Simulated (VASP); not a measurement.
# MgO (I4/mmm) in VASP: a series of runs

The runs below take MgO through single point, with PBE.

Everything below comes from runs of VASP 6.6.1. Logs are shortened: lines on timing, memory, paths and dates and some standing lists are left out, and cuts for length are marked.

### Step 1. The cell of the first run

It takes space group I4/mmm (No. 139, tetragonal). Conventional cell: a = 3.008 Å, b = 3.008 Å, c = 4.318 Å, α = 90.00°, β = 90.00°, γ = 90.00°. Mg (site symmetry 4/mmm) has 6 O at 2.13 to 2.16 Å within 2.8 Å. O (site symmetry 4/mmm) has 6 Mg at 2.13 to 2.16 Å within 2.8 Å.

### Step 2. Single point, PBE (strain +0.0150 x Voigt [0, 0, 1, 0, 0, 0])

File INCAR:

```
SYSTEM = MgO
  PREC = Accurate
  ENCUT = 520
  EDIFF = 1E-7
  ISMEAR = 0
  SIGMA = 0.05
  LREAL = .False.
  LASPH = .True.
  NELM = 80
  ALGO = Normal
  ISIF = 2
  LWAVE = .False.
  LCHARG = .False.
  GGA = PE
  NBANDS = 11
```

File KPOINTS:

```
regular mesh
0
Gamma
  10 10 10
  0 0 0
```

File POSCAR:

```
MgO
1.0
    0.0000000000      2.1269229054      2.1588267490
    2.1269229054      0.0000000000      2.1588267490
    2.1269229054      2.1269229054      0.0000000000
Mg O
1 1
Direct
    0.0000000000      0.0000000000      0.0000000000
    0.5000000000      0.5000000000      0.5000000000
```

Potentials or basis: VASP PAW PBE potentials, release 64 (Mg, O).

Run with:

```bash
$ cat potpaw_PBE.64/Mg/POTCAR potpaw_PBE.64/O/POTCAR > POTCAR
$ mpirun -np 1 vasp_std > vasp.out
```

OUTCAR:

```text
SYSTEM = MgO
   PREC = Accurate
   ENCUT = 520
   EDIFF = 1E-7
   ISMEAR = 0
   LREAL = .False.
   LASPH = .True.
   NELM = 80
   ISIF = 2
   GGA = PE

 ion  position               nearest neighbor table
   1  0.000  0.000  0.000-   2 2.13   2 2.13   2 2.13   2 2.13   2 2.16   2 2.16
   2  0.500  0.500  0.500-   1 2.13   1 2.13   1 2.13   1 2.13   1 2.16   1 2.16

  LATTYP: Found a body centered tetragonal cell.
 ALAT       =     3.0079232189
 C/A-ratio  =     1.4354267658

  Lattice vectors:

 A1 = (  -2.1269229054,   0.0000000000,   2.1588267490)
 A2 = (   2.1269229054,   0.0000000000,   2.1588267490)
 A3 = (   0.0000000000,   2.1269229054,  -2.1588267490)

Analysis of symmetry for initial positions (statically):
=====================================================================
 Subroutine PRICEL returns:
 Original cell was already a primitive cell.

 Routine SETGRP: Setting up the symmetry group for a
 body centered tetragonal supercell.

 Subroutine GETGRP returns: Found 16 space group operations
 (whereof 16 operations were pure point group operations)
 out of a pool of 16 trial point group operations.

The static configuration has the point symmetry D_4h.

Analysis of symmetry for dynamics (positions and initial velocities):
=====================================================================
 Subroutine PRICEL returns:
 Original cell was already a primitive cell.

 Routine SETGRP: Setting up the symmetry group for a
 body centered tetragonal supercell.

 Subroutine GETGRP returns: Found 16 space group operations
 (whereof 16 operations were pure point group operations)
 out of a pool of 16 trial point group operations.

The dynamic configuration has the point symmetry D_4h.

 Subroutine INISYM returns: Found 16 space group operations
 (whereof 16 operations are pure point group operations),
 and found     1 'primitive' translations

----------------------------------------------------------------------------------------

                                     Primitive cell

  volume of cell :      19.5322

  direct lattice vectors                    reciprocal lattice vectors
     0.000000000  2.126922905  2.158826749    -0.235081393  0.235081393  0.231607284
     2.126922905  0.000000000  2.158826749     0.235081393 -0.235081393  0.231607284
     2.126922905  2.126922905  0.000000000     0.235081393  0.235081393 -0.231607284

  length of vectors
     3.030566610  3.030566610  3.007923219     0.405177069  0.405177069  0.405177069

  position of ions in fractional coordinates (direct lattice)
     0.000000000  0.000000000  0.000000000
     0.500000000  0.500000000  0.500000000

  ion indices of the primitive-cell ions
   primitive index   ion index
                 1           1
                 2           2

----------------------------------------------------------------------------------------

 KPOINTS: regular mesh

Automatic generation of k-mesh.
 Grid dimensions read from file:
 generate k-points for:   10   10   10

 Generating k-lattice:

  Cartesian coordinates                     Fractional coordinates (reciprocal lattice)
    -0.023508139  0.023508139  0.023160728     0.100000000 -0.000000000  0.000000000
     0.023508139 -0.023508139  0.023160728    -0.000000000  0.100000000  0.000000000
     0.023508139  0.023508139 -0.023160728     0.000000000  0.000000000  0.100000000

  Length of vectors
     0.040517707  0.040517707  0.040517707

  Shift w.r.t. Gamma in fractional coordinates (k-lattice)
     0.000000000  0.000000000  0.000000000

 Subroutine IBZKPT returns following result:
 ===========================================

 Found    102 irreducible k-points:

 Following reciprocal coordinates:
            Coordinates               Weight
  0.000000  0.000000  0.000000      1.000000
  0.100000  0.000000  0.000000      8.000000
  0.200000  0.000000  0.000000      8.000000
  0.300000  0.000000  0.000000      8.000000
  0.400000  0.000000  0.000000      8.000000
  0.500000  0.000000  0.000000      4.000000
[... 16 lines left out ...]
  0.300000  0.300000  0.000000      2.000000
  0.400000  0.300000  0.000000      8.000000
 [... further k-points ...]
   k-points           NKPTS =    102   k-points in BZ     NKDIM =    102   number of bands    NBANDS=     11
   number of dos      NEDOS =    301   number of ions     NIONS =      2
   total plane-waves  NPLWV =  13824
   dimension x,y,z NGX =    24 NGY =   24 NGZ =   24
   dimension x,y,z NGXF=    48 NGYF=   48 NGZF=   48
   ions per type =               1   1
   NGX,Y,Z   is equivalent  to a cutoff of  13.17, 13.17, 13.26 a.u.
   NGXF,Y,Z  is equivalent  to a cutoff of  26.33, 26.33, 26.53 a.u.
 SYSTEM =  MgO
   PREC   = accura    normal or accurate (medium, high low for compatibility)
   ISTART =      0    job   : 0-new  1-cont  2-samecut
   ICHARG =      2    charge: 1-file 2-atom 10-const
   ISPIN  =      1    spin polarized calculation?
   LNONCOLLINEAR =      F non collinear calculations
   LSORBIT =      F    spin-orbit coupling
   LASPH  =      T    aspherical Exc in radial PAW
   ENCUT  =  520.0 eV  38.22 Ry    6.18 a.u.   5.63  5.63  5.59*2*pi/ulx,y,z
   NELM   =     80;   NELMIN=  2; NELMDL= -5     # of ELM steps
   EDIFF  = 0.1E-06   stopping-criterion for ELM
   LREAL  =      F    real-space projection
   EDIFFG = 0.1E-05   stopping-criterion for IOM
   NSW    =      0    number of steps for IOM
   IBRION =     -1    ionic relax: 0-MD 1-quasi-New 2-CG
   NFREE  =      0    steps in history (QN), initial steepest desc. (CG)
   ISIF   =      2    stress and relaxation
   ISYM   =      2    0-nonsym 1-usesym 2-fastsym
   POTIM  = 0.5000    time-step for ionic-motion
   TEBEG  =    0.0;   TEEND  =   0.0 temperature during run
   PSTRESS=    0.0 pullay stress
   NELECT =       8.0000    total number of electrons
   NUPDOWN=      -1.0000    fix difference up-down
   EMIN   =  10.00;   EMAX   =-10.00  energy-range for DOS
   EFERMI =   0.00;   METHOD = LEGACY
   ISMEAR =     0;   SIGMA  =   0.05  broadening in eV -4-tet -1-fermi 0-gaus
   EFERMI_NEDOS =   21; number of points for ismear=-14 and -15
   IALGO  =     38    algorithm
   IMIX   =      4    mixing-type and parameters
     AMIX     =   0.40;   BMIX     =  1.00
     AMIX_MAG =   1.60;   BMIX_MAG =  1.00
  volume/ion in A,a.u.               =       9.77        65.90
  Fermi-wavevector in a.u.,A,eV,Ry     =   1.215778  2.297488 20.111002  1.478117
  Thomas-Fermi vector in A             =   2.351154
   LORBIT       =      0    0 simple, 1 ext, 2 COOP (PROOUT), +10 PAW based schemes
   GGA     = PE    functional components
   LHFCALC =     F    Hartree Fock is set to
   AEXX    =    0.0000 exact exchange contribution
   IVDW    =     0    specifies the selected vdW correction
   LEPSILON=     F    determine dielectric tensor
   LRPA    =     F    only Hartree local field effects (RPA)
 non-spin polarized calculation
 Gauss-broadening in eV      SIGMA  =   0.05
  energy-cutoff  :      520.00
  volume of cell :       19.53
 maximum number of plane-waves:       539
   NGX = 11   NGY = 11   NGZ = 11

 number of electron       8.0000002 magnetization

 Free energy of the ion-electron system (eV)
  ---------------------------------------------------
  ext. energy  EPLUGINS =         0.00000000
  ---------------------------------------------------
  free energy    TOTEN  =       -11.90730846 eV

  energy without entropy =      -11.90730846  energy(sigma->0) =      -11.90730846

 E-fermi :   3.1758     XC(G=0): -10.8694

 val. band max:        2.8826043147   @ k =   0.0000   0.0000   0.0000
 cond. band min:       7.1648652639   @ k =   0.0000   0.0000   0.0000
 fundamental gap:      4.2822609492
 Fermi energy:         3.1758014319

 k-point     1 :       0.0000    0.0000    0.0000
  band No.  band energies     occupation
      1     -14.1811      2.00000
      2       2.8493      2.00000
      3       2.8493      2.00000
      4       2.8826      2.00000
      5       7.1649      0.00000
      6      18.3086      0.00000
      7      18.4609      0.00000
      8      18.4609      0.00000
      9      22.2118      0.00000
     10      23.6998      0.00000
     11      24.1695      0.00000

 k-point     2 :       0.1000    0.0000    0.0000
  band No.  band energies     occupation
      1     -14.0835      2.00000
      2       2.2160      2.00000
      3       2.7897      2.00000
      4       2.8067      2.00000
      5       7.7987      0.00000
      6      17.1711      0.00000
      7      18.5774      0.00000
      8      18.6884      0.00000
      9      22.9327      0.00000
     10      23.3414      0.00000
     11      23.7829      0.00000

 k-point     3 :       0.2000    0.0000    0.0000
  band No.  band energies     occupation
      1     -13.8156      2.00000
      2       0.9393      2.00000
      3       2.6382      2.00000
      4       2.6411      2.00000
      5       8.9984      0.00000
      6      15.6463      0.00000
      7      18.9719      0.00000
      8      19.1441      0.00000
      9      22.2902      0.00000
     10      22.5847      0.00000
     11      24.4206      0.00000

 k-point     4 :       0.3000    0.0000    0.0000
  band No.  band energies     occupation
      1     -13.4559      2.00000
      2      -0.3189      2.00000
      3       2.4465      2.00000
      4       2.4595      2.00000
      5       9.9746      0.00000
      6      14.8761      0.00000
      7      18.9576      0.00000
      8      19.2317      0.00000
      9      22.8112      0.00000
     10      22.9722      0.00000
     11      23.8068      0.00000
[... 239 lines left out ...]
 k-point    22 :      -0.2000    0.2000    0.0000
  band No.  band energies     occupation
      1     -13.3415      2.00000
      2      -0.1698      2.00000
      3       1.6086      2.00000
      4       2.4593      2.00000
      5      10.8808      0.00000
      6      14.4454      0.00000
      7      17.4906      0.00000
      8      20.2647      0.00000
      9      21.0854      0.00000
     10      23.7058      0.00000
     11      26.7014      0.00000

 k-point    23 :       0.3000    0.3000    0.0000
  band No.  band energies     occupation
      1     -13.2882      2.00000
      2      -0.1752      2.00000
      3       1.9938      2.00000
      4       1.9938      2.00000
      5      11.2470      0.00000
      6      13.2712      0.00000
      7      16.6460      0.00000
      8      20.3622      0.00000
      9      20.3622      0.00000
     10      26.6655      0.00000
     11      29.1460      0.00000

 k-point    24 :       0.4000    0.3000    0.0000
  band No.  band energies     occupation
      1     -13.0633      2.00000
      2      -0.5773      2.00000
      3       1.6404      2.00000
      4       1.8590      2.00000
      5      11.9984      0.00000
      6      12.9823      0.00000
      7      15.8618      0.00000
      8      20.5740      0.00000
      9      20.7485      0.00000
     10      27.3217      0.00000
     11      28.8155      0.00000

 [... further k-points ...]
[... 5 lines left out ...]
  --------------------------------------------------------------------------------------
  -------------------------------------------------------------------------------------
  Total       -0.2512660     -0.2512660     -0.5373737      0.0000000     -0.0000000     -0.0000000
  in kB      -20.6107096    -20.6107096    -44.0794031      0.0000000     -0.0000000     -0.0000000
  external PRESSURE =     -28.4336074 kB  Pullay stress =       0.0000000 kB

 VOLUME and BASIS-vectors are now :
 -----------------------------------------------------------------------------
  energy-cutoff  :      520.00
  volume of cell :       19.53
      direct lattice vectors                 reciprocal lattice vectors
     0.000000000  2.126922905  2.158826749    -0.235081393  0.235081393  0.231607284
     2.126922905  0.000000000  2.158826749     0.235081393 -0.235081393  0.231607284
     2.126922905  2.126922905  0.000000000     0.235081393  0.235081393 -0.231607284

 POSITION                                       TOTAL-FORCE (eV/Angst)
 -----------------------------------------------------------------------------------
      0.00000      0.00000      0.00000        -0.000000      0.000000      0.000000
      2.12692      2.12692      2.15883         0.000000     -0.000000      0.000000
 -----------------------------------------------------------------------------------
    total drift:                               -0.000000     -0.000000      0.000000

  FREE ENERGIE OF THE ION-ELECTRON SYSTEM (eV)
  ---------------------------------------------------
  free  energy   TOTEN  =       -11.9073084648 eV

  energy  without entropy=      -11.9073084648  energy(sigma->0) =      -11.90730846
```

Wall time 11 s (1 thread of Intel Xeon Platinum 8559C (Emerald Rapids), shared host); peak memory 0.15 GiB.

What came out:

* Free energy: -11.9073 eV
* Pressure: -2.8 GPa
* Band gap on the k mesh: 4.28 eV, direct

Caveat: the cell differs from its parent crystal (strain +0.0150 x Voigt [0, 0, 1, 0, 0, 0]).

### Step 3. Single point, PBE (strain +0.0300 x Voigt [0, 0, 1, 0, 0, 0])

File INCAR:

```
SYSTEM = MgO
  ALGO = Normal
  EDIFF = 1E-6
  ENCUT = 520
  GGA = PE
  ISIF = 2
  ISMEAR = 0
  LASPH = .True.
  LCHARG = .False.
  LREAL = .False.
  LWAVE = .False.
  NBANDS = 11
  NELM = 60
  PREC = Accurate
  SIGMA = 0.05
```

File KPOINTS:

```
k-points
0
Gamma
  10 10 10
  0 0 0
```

File POSCAR:

```
MgO
1.0
    0.0000000000      2.1269229054      2.1907305926
    2.1269229054      0.0000000000      2.1907305926
    2.1269229054      2.1269229054      0.0000000000
Mg O
1 1
Direct
    0.0000000000      0.0000000000      0.0000000000
    0.5000000000      0.5000000000      0.5000000000
```

Potentials or basis: VASP PAW PBE potentials, release 64 (Mg, O).

Run with:

```bash
$ cat potpaw_PBE.64/Mg/POTCAR potpaw_PBE.64/O/POTCAR > POTCAR
$ mpirun -np 1 vasp_std > vasp.out
```

It took 11 s on 1 thread of Intel Xeon Platinum 8559C (Emerald Rapids), shared host; peak memory 0.15 GiB.

The run converged. Its results:

| Property | Result |
| --- | --- |
| Free energy | -11.8970 eV |
| Pressure | -4.7 GPa |
| Band gap on the k mesh | 4.13 eV, direct |

Stress tensor (GPa, compression positive):
```
-3.29  0.00  0.00
 0.00 -3.29  0.00
 0.00  0.00 -7.41
```

Levels at points of the mesh, in eV from the valence-band top:
| k point | band 1 | band 2 | band 3 | band 4 | band 5 | band 6 | band 7 | band 8 |
| --- | --- | --- | --- | --- | --- | --- | --- | --- |
| (0.00, 0.00, 0.00) | -17.01 | -0.06 | -0.06 | 0.00 | 4.13 | 15.23 | 15.53 | 15.53 |
| (0.50, 0.00, 0.00) | -15.87 | -4.41 | -0.66 | -0.61 | 7.48 | 11.89 | 15.37 | 15.99 |
| (0.50, 0.50, 0.00) | -15.69 | -3.95 | -1.23 | -1.23 | 9.20 | 9.33 | 12.18 | 18.28 |
| (0.50, 0.00, 0.50) | -15.61 | -3.86 | -1.44 | -1.25 | 8.91 | 9.29 | 12.57 | 17.66 |

Caveat: the cell differs from its parent crystal (strain +0.0300 x Voigt [0, 0, 1, 0, 0, 0]).

[end of part 1 of 3]
